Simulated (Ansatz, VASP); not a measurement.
# Two plane-wave programs on ZnO

```xyz
2
Lattice="2.6462 0.0000 0.0000 0.0000 2.6462 0.0000 0.0000 0.0000 2.6462" Properties=species:S:1:pos:R:3 pbc="T T T"
Zn    0.0000    0.0000    0.0000
O     1.3231    1.3231    1.3231
```

Alike in both runs: task single point; functional PBE-based screened hybrid; k mesh 4 × 4 × 4; occupations fermi-dirac, width 0.02 eV; no spin polarisation.

|  | VASP | Ansatz |
| --- | --- | --- |
| version | VASP 6.6.1 | Ansatz 0.2.0 |
| potentials or method | VASP PAW PBE potentials, release 64 (Zn, O) | plane waves |
| plane-wave cutoff (eV) | 520 | 420 |
| valence electrons in the cell | 18 | 18 |

VASP gave:

| Item | Value |
| --- | --- |
| gap on the k mesh at the Fermi level (eV) | 3.49 |
| pressure (GPa) | -12.3 |

Q: Which values does Ansatz return?

A: gap on the k mesh at the Fermi level (eV): 3.59; pressure (GPa): -13.9.

VASP's potentials were made for PBE, not for PBE-based screened hybrid. Ansatz's warnings: stress exchange threshold loose, stress scf threshold loose.

The k mesh is coarse, so the values compare programs but aren't converged.
